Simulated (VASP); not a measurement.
Write the native input for VASP 6.6.1 that does the following.

```
Task                   : single point
Functional             : PBEsol
Potentials or basis    : VASP PAW PBE potentials, release 64 (Ti_sv, C)
Cutoff                 : 520 eV
k mesh                 : 10 × 10 × 1
Occupations            : gaussian, width 0.1 eV
Spin                   : no spin polarisation
Dipole correction      : yes
Further INCAR settings : ALGO = Normal; EDIFF = 1e-06; NBANDS = 69
```

The structure of TiC lies in POSCAR:

```
TiC
1.0
    3.0537113450      0.0000000000      0.0000000000
    0.0000000000      3.0537113450      0.0000000000
    0.0000000000      0.0000000000     28.9558000000
Ti C
7 7
Direct
    0.5000000000      0.5000000000      0.2807958499
    0.0000000000      0.0000000000      0.3528122050
    0.5000000000      0.5000000000      0.4262858720
    0.0000000000      0.0000000000      0.4999999994
    0.5000000000      0.5000000000      0.5737141193
    0.0000000000      0.0000000000      0.6471877982
    0.5000000000      0.5000000000      0.7192041523
    0.0000000000      0.0000000000      0.2770588847
    0.5000000000      0.5000000000      0.3517655840
    1.0000000000      0.0000000000      0.4257857146
    0.5000000000      0.5000000000      0.5000000139
    0.0000000000      0.0000000000      0.5742142677
    0.5000000000      0.5000000000      0.6482344077
    0.0000000000      1.0000000000      0.7229411313
```

One way to write it, as run:

INCAR

```
  ALGO = Normal
  DIPOL = 0.5 0.5 0.500
  EDIFF = 1E-6
  ENCUT = 520
  GGA = PS
  IDIPOL = 3
  ISIF = 2
  ISMEAR = 0
  LASPH = T
  LCHARG = F
  LDIPOL = T
  LREAL = F
  LWAVE = F
  NBANDS = 69
  NELM = 80
  PREC = Accurate
  SIGMA = 0.1
```

KPOINTS

```
k-points
0
Gamma
  10 10 1
```

Potentials or basis: VASP PAW PBE potentials, release 64 (Ti_sv, C).

The run is started by

```sh
$ cat potpaw_PBE.64/Ti_sv/POTCAR potpaw_PBE.64/C/POTCAR > POTCAR
$ mpirun -np 1 vasp_std > vasp.out
```

Results of the run:

* Largest force: 0.013 eV/Å
* Band gap on the k mesh: zero (band 56 reaches 2.91 eV, above the bottom of band 57 at 2.24 eV)

Caveat: the PAW data sets were made with another functional, which shifts forces and pressure a little.

It took 9.8 min on 1 thread of Intel(R) Xeon(R) Platinum 8488C (Sapphire Rapids) (shared host), peak memory 0.5 GiB.
